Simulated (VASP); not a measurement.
Crystal: Pt.

```xyz
1
Lattice="0.0000 1.9615 1.9615 1.9615 0.0000 1.9615 1.9615 1.9615 0.0000" Properties=species:S:1:pos:R:3 pbc="T T T"
Pt    0.0000    0.0000    0.0000
```

| Quantity | Value |
| --- | --- |
| Program | VASP 6.6.1 |
| Task | relaxation of cell and atoms |
| Functional | PBE |
| Potentials or basis | VASP PAW PBE potentials, release 64 (Pt) |
| Cutoff | 600 eV |
| k mesh | 22 × 22 × 22 |
| Occupations | fermi-dirac, width 0.05 eV |
| Spin | no spin polarisation |

At the start: pressure 9.4 GPa; volume 15.09 Å³/atom.

Task: Where does the relaxation end?

Result: Over 16 steps the energy falls by 14.7 meV/atom and the volume is 15.62 Å³/atom (+3.5 %); space group Fm-3m (No. 225, to 0.05 Å).

Step by step:
```
step  energy change (eV)  largest force (eV/Å)  pressure (GPa)  volume (Å³)
   1              0.0000                0.0000            9.35        15.09
   2              0.0754                0.0000          -17.61        17.10
   3             -0.0147                0.0000           -0.29        15.64
   4             -0.0147                0.0000           -0.04        15.62
   5             -0.0147                0.0000            0.13        15.61
   6             -0.0147                0.0000            0.15        15.61
   7             -0.0147                0.0000            0.15        15.61
   8             -0.0147                0.0000            0.12        15.61
   9             -0.0147                0.0000            0.12        15.61
  10             -0.0147                0.0000            0.12        15.61
  11             -0.0147                0.0000            0.12        15.61
  12             -0.0147                0.0000            0.12        15.61
  13             -0.0147                0.0000            0.12        15.61
  14             -0.0147                0.0000            0.12        15.61
  15             -0.0147                0.0000            0.11        15.61
  16             -0.0147                0.0000            0.02        15.62
```

Final structure:
```xyz
1
Lattice="0.0000 1.9839 1.9839 1.9839 0.0000 1.9839 1.9839 1.9839 0.0000" Properties=species:S:1:pos:R:3 pbc="T T T"
Pt    1.9839    1.9839    0.0000
```
